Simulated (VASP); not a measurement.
# CoO in VASP: a series of runs

Runs on CoO. Level: PBE. Tasks: single point, relaxation of cell and atoms.

All numbers are computed with VASP 6.6.1; they aren't measurements. Logs are shortened: lines on timing, memory, paths and dates and some standing lists are left out, and cuts for length are marked.

## Step 1: The cell of the first run

The typed cell holds 2 atoms: a = 2.974 Å, b = 2.974 Å, c = 2.974 Å, α = 120.00°, β = 120.00°, γ = 90.01°.

## Step 2: Single point, PBE, collinear spin, ferromagnetic start

The input, INCAR:

```
SYSTEM = CoO
ALGO     = Normal         ! electronic algorithm
EDIFF    = 1E-7           ! SCF threshold, eV
ENCUT    = 520            ! plane-wave cutoff, eV
GGA      = PE             ! functional
ISIF     = 2              ! what is computed and relaxed
ISMEAR   = 0              ! smearing method
ISPIN    = 2              ! spin polarisation
LASPH    = .TRUE.         ! aspherical terms in the spheres
LCHARG   = .FALSE.        ! write CHGCAR
LMAXMIX  = 4              ! l up to which the mixer works
LORBIT   = 11             ! projections on sites
LREAL    = .FALSE.        ! projectors in reciprocal space
LWAVE    = .FALSE.        ! write WAVECAR
MAGMOM   = 2.73 0.35      ! initial moments
NBANDS   = 18             ! bands
NELM     = 150            ! most SCF steps
PREC     = Accurate       ! precision mode
SIGMA    = 0.1            ! smearing width, eV
```

The input, KPOINTS:

```
k-points
0
G
  4 4 4
  0 0 0
```

The input, POSCAR:

```
CoO
1.0
   -1.4871602036      1.4871602036      2.1028934255
    1.4871602036     -1.4871602036      2.1028934255
    1.4871602036      1.4871602036     -2.1028934255
Co O
1 1
Direct
    0.0000000000      0.0000000000      0.0000000000
    0.5000000000      0.5000000000      0.0000000000
```

Potentials or basis: VASP PAW PBE potentials, release 64 (Co, O).

Started as:

```
cat potpaw_PBE.64/Co/POTCAR potpaw_PBE.64/O/POTCAR > POTCAR
mpirun -np 1 vasp_std > vasp.out
```

OUTCAR:

```text
SYSTEM = CoO
   EDIFF = 1E-7
   ENCUT = 520
   GGA = PE
   ISIF = 2
   ISMEAR = 0
   ISPIN = 2
   LASPH = .TRUE.
   LORBIT = 11
   LREAL = .FALSE.
   NELM = 150
   PREC = Accurate

 ion  position               nearest neighbor table
   1  0.000  0.000  0.000-   2 2.10   2 2.10   2 2.10   2 2.10   2 2.10   2 2.10
   2  0.500  0.500  0.000-   1 2.10   1 2.10   1 2.10   1 2.10   1 2.10   1 2.10

  LATTYP: Found a body centered tetragonal cell.
 ALAT       =     2.9743204072
 C/A-ratio  =     1.4140328799

  Lattice vectors:

 A1 = (  -1.4871602036,   1.4871602036,   2.1028934255)
 A2 = (   1.4871602036,  -1.4871602036,   2.1028934255)
 A3 = (   1.4871602036,   1.4871602036,  -2.1028934255)

Analysis of symmetry for initial positions (statically):
=====================================================================
 Subroutine PRICEL returns:
 Original cell was already a primitive cell.

 Routine SETGRP: Setting up the symmetry group for a
 body centered tetragonal supercell.

 Subroutine GETGRP returns: Found 16 space group operations
 (whereof 16 operations were pure point group operations)
 out of a pool of 16 trial point group operations.

The static configuration has the point symmetry D_4h.

Analysis of symmetry for dynamics (positions and initial velocities):
=====================================================================
 Subroutine PRICEL returns:
 Original cell was already a primitive cell.

 Routine SETGRP: Setting up the symmetry group for a
 body centered tetragonal supercell.

 Subroutine GETGRP returns: Found 16 space group operations
 (whereof 16 operations were pure point group operations)
 out of a pool of 16 trial point group operations.

The dynamic configuration has the point symmetry D_4h.

Analysis of structural, dynamic, and magnetic symmetry:
=====================================================================
 Subroutine PRICEL returns:
 Original cell was already a primitive cell.

 Routine SETGRP: Setting up the symmetry group for a
 body centered tetragonal supercell.

 Subroutine GETGRP returns: Found 16 space group operations
 (whereof 16 operations were pure point group operations)
 out of a pool of 16 trial point group operations.

The overall configuration has the point symmetry D_4h.

 Subroutine INISYM returns: Found 16 space group operations
 (whereof 16 operations are pure point group operations),
 and found     1 'primitive' translations

----------------------------------------------------------------------------------------

                                     Primitive cell

  volume of cell :      18.6034

  direct lattice vectors                    reciprocal lattice vectors
    -1.487160204  1.487160204  2.102893426     0.000000000  0.336211256  0.237767637
     1.487160204 -1.487160204  2.102893426     0.336211256  0.000000000  0.237767637
     1.487160204  1.487160204 -2.102893426     0.336211256  0.336211256  0.000000000

  length of vectors
     2.974130411  2.974130411  2.974130411     0.411790551  0.411790551  0.475474518

  position of ions in fractional coordinates (direct lattice)
     0.000000000  0.000000000  0.000000000
     0.500000000  0.500000000  0.000000000

  ion indices of the primitive-cell ions
   primitive index   ion index
                 1           1
                 2           2

----------------------------------------------------------------------------------------

 KPOINTS: k-points

Automatic generation of k-mesh.
 Grid dimensions read from file:
 generate k-points for:    4    4    4

 Generating k-lattice:

  Cartesian coordinates                     Fractional coordinates (reciprocal lattice)
     0.000000000  0.084052814  0.059441909     0.250000000  0.000000000  0.000000000
     0.084052814  0.000000000  0.059441909     0.000000000  0.250000000  0.000000000
     0.084052814  0.084052814  0.000000000     0.000000000  0.000000000  0.250000000

  Length of vectors
     0.102947638  0.102947638  0.118868630

  Shift w.r.t. Gamma in fractional coordinates (k-lattice)
     0.000000000  0.000000000  0.000000000

 Subroutine IBZKPT returns following result:
 ===========================================

 Found     13 irreducible k-points:

 Following reciprocal coordinates:
            Coordinates               Weight
  0.000000  0.000000  0.000000      1.000000
  0.250000 -0.000000  0.000000      8.000000
  0.500000 -0.000000  0.000000      4.000000
  0.250000  0.250000  0.000000      8.000000
  0.500000  0.250000  0.000000     16.000000
 -0.250000  0.250000  0.000000      4.000000
  0.500000  0.500000  0.000000      2.000000
  0.250000  0.250000  0.250000      2.000000
 -0.250000  0.250000  0.250000      4.000000
  0.500000  0.500000  0.250000      4.000000
 -0.250000  0.500000  0.250000      8.000000
 -0.250000 -0.250000  0.250000      2.000000
  0.500000  0.500000  0.500000      1.000000
   k-points           NKPTS =     13   k-points in BZ     NKDIM =     13   number of bands    NBANDS=     18
   number of dos      NEDOS =    301   number of ions     NIONS =      2
   total plane-waves  NPLWV =  13824
   dimension x,y,z NGX =    24 NGY =   24 NGZ =   24
   dimension x,y,z NGXF=    48 NGYF=   48 NGZF=   48
   ions per type =               1   1
   NGX,Y,Z   is equivalent  to a cutoff of  13.42, 13.42, 13.42 a.u.
   NGXF,Y,Z  is equivalent  to a cutoff of  26.83, 26.83, 26.83 a.u.
 SYSTEM =  CoO
   PREC   = accura    normal or accurate (medium, high low for compatibility)
   ISTART =      0    job   : 0-new  1-cont  2-samecut
   ICHARG =      2    charge: 1-file 2-atom 10-const
   ISPIN  =      2    spin polarized calculation?
   LNONCOLLINEAR =      F non collinear calculations
   LSORBIT =      F    spin-orbit coupling
   LASPH  =      T    aspherical Exc in radial PAW
   ENCUT  =  520.0 eV  38.22 Ry    6.18 a.u.   5.53  5.53  5.53*2*pi/ulx,y,z
   NELM   =    150;   NELMIN=  2; NELMDL= -5     # of ELM steps
   EDIFF  = 0.1E-06   stopping-criterion for ELM
   LREAL  =      F    real-space projection
   EDIFFG = 0.1E-05   stopping-criterion for IOM
   NSW    =      0    number of steps for IOM
   IBRION =     -1    ionic relax: 0-MD 1-quasi-New 2-CG
   NFREE  =      0    steps in history (QN), initial steepest desc. (CG)
   ISIF   =      2    stress and relaxation
   ISYM   =      2    0-nonsym 1-usesym 2-fastsym
   POTIM  = 0.5000    time-step for ionic-motion
   TEBEG  =    0.0;   TEEND  =   0.0 temperature during run
   PSTRESS=    0.0 pullay stress
   NELECT =      15.0000    total number of electrons
   NUPDOWN=      -1.0000    fix difference up-down
   EMIN   =  10.00;   EMAX   =-10.00  energy-range for DOS
   EFERMI =   0.00;   METHOD = LEGACY
   ISMEAR =     0;   SIGMA  =   0.10  broadening in eV -4-tet -1-fermi 0-gaus
   EFERMI_NEDOS =   21; number of points for ismear=-14 and -15
   IALGO  =     38    algorithm
   IMIX   =      4    mixing-type and parameters
     AMIX     =   0.40;   BMIX     =  1.00
     AMIX_MAG =   1.60;   BMIX_MAG =  1.00
  volume/ion in A,a.u.               =       9.30        62.77
  Fermi-wavevector in a.u.,A,eV,Ry     =   1.523729  2.879430 31.589317  2.321749
  Thomas-Fermi vector in A             =   2.632132
   LORBIT       =     11    0 simple, 1 ext, 2 COOP (PROOUT), +10 PAW based schemes
   GGA     = PE    functional components
   LHFCALC =     F    Hartree Fock is set to
   AEXX    =    0.0000 exact exchange contribution
   IVDW    =     0    specifies the selected vdW correction
   LEPSILON=     F    determine dielectric tensor
   LRPA    =     F    only Hartree local field effects (RPA)
 spin polarized calculation
 Gauss-broadening in eV      SIGMA  =   0.10
  energy-cutoff  :      520.00
  volume of cell :       18.60
 maximum number of plane-waves:       531
 NGX is ok and might be reduce to    24
   NGX = 11   NGY = 11   NGZ = 11

 number of electron      14.9999998 magnetization       2.3750495

 Free energy of the ion-electron system (eV)
  ---------------------------------------------------
  ext. energy  EPLUGINS =         0.00000000
  ---------------------------------------------------
  free energy    TOTEN  =       -13.08502141 eV

  energy without entropy =      -13.06182475  energy(sigma->0) =      -13.07342308

 E-fermi :   8.4519     XC(G=0): -12.6298

 val. band max:        8.4185925928   @ k =   0.0000   0.0000   0.0000
 cond. band min:       8.5402385010   @ k =  -0.2500   0.5000   0.2500
 fundamental gap:      0.1216459081
 Fermi energy:         8.4519486732

 spin component 1

 k-point     1 :       0.0000    0.0000    0.0000
  band No.  band energies     occupation
      1     -12.1376      1.00000
      2       5.1152      1.00000
      3       5.1155      1.00000
      4       5.1155      1.00000
      5       5.4522      1.00000
      6       5.4525      1.00000
[... 10 lines left out ...]
     17      30.6831      0.00000
     18      33.9140      0.00000
[... 232 lines left out ...]
 k-point    13 :       0.5000    0.5000    0.5000
  band No.  band energies     occupation
      1     -10.8103      1.00000
      2       1.3300      1.00000
      3       3.8670      1.00000
      4       3.8670      1.00000
      5       4.6776      1.00000
      6       5.8370      1.00000
[... 10 lines left out ...]
     17      40.2369      0.00000
     18      40.2369      0.00000
 Fermi energy:         8.4519486732

 spin component 2

 k-point     1 :       0.0000    0.0000    0.0000
  band No.  band energies     occupation
      1     -11.8574      1.00000
      2       5.4179      1.00000
      3       5.4183      1.00000
      4       5.4183      1.00000
      5       7.2390      1.00000
      6       7.2391      1.00000
[... 10 lines left out ...]
     17      31.5227      0.00000
     18      34.6650      0.00000
[... 232 lines left out ...]
 k-point    13 :       0.5000    0.5000    0.5000
  band No.  band energies     occupation
      1     -10.4826      1.00000
      2       1.5815      1.00000
      3       4.1623      1.00000
      4       4.1624      1.00000
      5       6.0455      1.00000
      6       8.5441      0.09619
[... 10 lines left out ...]
     17      40.3007      0.00000
     18      40.3007      0.00000

------------------------ aborting loop because EDIFF is reached ----------------------------------------

  FORCE on cell =-STRESS in cart. coord.  units (eV):
  Direction    XX          YY          ZZ          XY          YZ          ZX
  --------------------------------------------------------------------------------------
  -------------------------------------------------------------------------------------
  Total       -0.0305466     -0.0305466     -0.0276976      0.0000000      0.0000000      0.0000000
  in kB       -2.6307576     -2.6307576     -2.3853906      0.0000000      0.0000000      0.0000000
  external PRESSURE =      -2.5489686 kB  Pullay stress =       0.0000000 kB

 VOLUME and BASIS-vectors are now :
 -----------------------------------------------------------------------------
  energy-cutoff  :      520.00
  volume of cell :       18.60
      direct lattice vectors                 reciprocal lattice vectors
    -1.487160204  1.487160204  2.102893426     0.000000000  0.336211256  0.237767637
     1.487160204 -1.487160204  2.102893426     0.336211256  0.000000000  0.237767637
     1.487160204  1.487160204 -2.102893426     0.336211256  0.336211256  0.000000000

 POSITION                                       TOTAL-FORCE (eV/Angst)
 -----------------------------------------------------------------------------------
      0.00000      0.00000      0.00000        -0.000000     -0.000000     -0.000000
      0.00000      0.00000      2.10289         0.000000      0.000000      0.000000
 -----------------------------------------------------------------------------------
    total drift:                               -0.000000      0.000000     -0.000000

  FREE ENERGIE OF THE ION-ELECTRON SYSTEM (eV)
  ---------------------------------------------------
  free  energy   TOTEN  =       -13.0850214102 eV

  energy  without entropy=      -13.0618247482  energy(sigma->0) =      -13.07342308

 total charge

# of ion       s       p       d       tot
------------------------------------------
    1        0.298   0.377   7.213   7.888
    2        1.559   3.422   0.000   4.981
--------------------------------------------------
tot          1.857   3.799   7.213  12.869

 magnetization (x)

# of ion       s       p       d       tot
------------------------------------------
    1        0.022   0.019   2.146   2.188
    2        0.027   0.124   0.000   0.151
--------------------------------------------------
tot          0.049   0.143   2.146   2.339
```

Wall time 26 s (1 thread of Intel Xeon 8259CL, shared host); peak memory 0.15 GiB.

What came out:

- Free energy: -13.0850 eV
- Pressure: -0.3 GPa
- Net moment: 2.38 μB per cell
- Site moments: Co +2.19; O +0.15 μB
- Valence electrons inside the program's atomic spheres: Co 7.89; O 4.98

Levels at points of the mesh, in eV from the Fermi level:
Spin up:
```tsv
k point	band 5	band 6	band 7	band 8	band 9	band 10	band 11	band 12	band 13	band 14
(0.00, 0.00, 0.00)	-3.00	-3.00	-2.81	-2.81	-2.81	1.23	16.98	18.50	18.50	18.50
(0.50, 0.00, 0.00)	-2.01	-2.01	-1.48	0.36	0.36	5.17	9.72	13.74	13.74	21.06
(0.50, 0.50, 0.00)	-3.77	-2.62	-2.05	-1.70	-1.70	6.20	10.05	11.96	16.22	16.22
(0.50, 0.50, 0.50)	-3.77	-2.61	-2.05	-1.70	-1.70	6.20	10.05	11.96	16.22	16.22
```
Spin down:
| k point | band 3 | band 4 | band 5 | band 6 | band 7 | band 8 | band 9 | band 10 |
| --- | --- | --- | --- | --- | --- | --- | --- | --- |
| (0.00, 0.00, 0.00) | -3.03 | -3.03 | -1.21 | -1.21 | -1.21 | -0.03 | -0.03 | 1.64 |
| (0.50, 0.00, 0.00) | -5.09 | -5.09 | -0.18 | -0.18 | 0.11 | 2.65 | 2.65 | 5.40 |
| (0.50, 0.50, 0.00) | -4.29 | -4.29 | -2.41 | 0.09 | 0.09 | 0.47 | 0.97 | 6.95 |
| (0.50, 0.50, 0.50) | -4.29 | -4.29 | -2.41 | 0.09 | 0.09 | 0.47 | 0.98 | 6.95 |

Caveat: the k points lie up to 0.65 Å⁻¹ apart; a cell with one magnetic atom can't hold antiferromagnetic order, which such compounds often take; semilocal functionals often make such compounds metallic where correlation or magnetic order opens a gap, which also shifts bond lengths. With open d or f shells a metallic result of PBE can be an artefact of self-interaction; +U or a hybrid may open a gap.

[end of part 1 of 2]
